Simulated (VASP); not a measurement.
A run of VASP 6.6.1 is set up as follows.

INCAR

```
SYSTEM = Al
  ALGO = Normal
  EDIFF = 1E-6
  ENCUT = 520
  ISIF = 2
  ISMEAR = -1
  LASPH = .TRUE.
  LCHARG = .FALSE.
  LREAL = .FALSE.
  LWAVE = .FALSE.
  NBANDS = 8
  NELM = 100
  PREC = Accurate
  SIGMA = 0.05
```

Contents of KPOINTS:

```
k-points
0
G
  11 11 11
  0 0 0
```

Contents of POSCAR:

```
Al
1.0
    0.0000000000      1.9834708509      1.9834708509
    1.9834708509      0.0000000000      1.9834708509
    1.9834708509      1.9834708509      0.0000000000
Al
1
Direct
    0.0000000000      0.0000000000      0.0000000000
```

Potentials or basis: VASP PAW LDA potentials, release 64 (Al).

Command:

```console
$ cat potpaw_LDA.64/Al/POTCAR > POTCAR
$ mpirun -np 1 vasp_std > vasp.out
```

(1) What does it give for the pressure?

Results:

(1) 1.3 GPa.
